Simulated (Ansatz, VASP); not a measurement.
TaN: VASP beside Ansatz

```
Ta N
1.0
     5.18500    0.00000    0.00000
    -2.59250    4.49034    0.00000
     0.00000    0.00000    2.90800
Ta N
3 3
Direct
  0.00000 0.00000 0.00000
  0.33333 0.66667 0.50000
  0.66667 0.33333 0.50000
  0.50000 0.00000 0.00000
  0.50000 0.50000 0.00000
  0.00000 0.50000 0.00000
```

Alike in both runs: task single point; functional PBEsol; k mesh 4 × 4 × 7; occupations gaussian, width 0.05 eV; collinear spin; Hubbard terms Ta d U = 7.0 eV.

|  | VASP | Ansatz |
| --- | --- | --- |
| version | VASP 6.6.1 | Ansatz 0.2.0 |
| potentials or method | VASP PAW PBE potentials, release 64 (Ta_pv, N), cutoff 520 eV | scalar-relativistic, plane waves, PAW |
| valence electrons in the cell | 48 | 54 |

```csv
,VASP,Ansatz,Ansatz less VASP
gap on the k mesh at the Fermi level (eV),none,none,-
pressure (GPa),24.6,15.9,-8.76
"traceless stress, the component that is largest in VASP (GPa)",5.09,3.57,-1.521
rms of the force components (eV/Å),0.000,0.035,+0.0355
net moment per atom (μB),0.00,0.07,+0.065
size of the moment on the site where the two differ most (μB),0.00,0.46,+0.461
```

VASP's potentials were made for PBE, not for PBEsol. Site moments also hang on the region over which each program counts them. The programs project onto different local orbitals, so the same U acts differently, and such runs can settle in different states. Atom by atom the forces differ by 0.035 eV/Å (rms over components). A gap of «none» marks a metal or a gap that the smearing closes. VASP's potentials hold 48 valence electrons a cell and Ansatz's 54, so a difference there can come from the potentials and not from the codes. Ansatz's warnings: filled band counts differ across k points, seeded moment not kept, specified occupation not kept, symmetry narrowed by occupation matrices.

Spin-orbit coupling is off throughout.
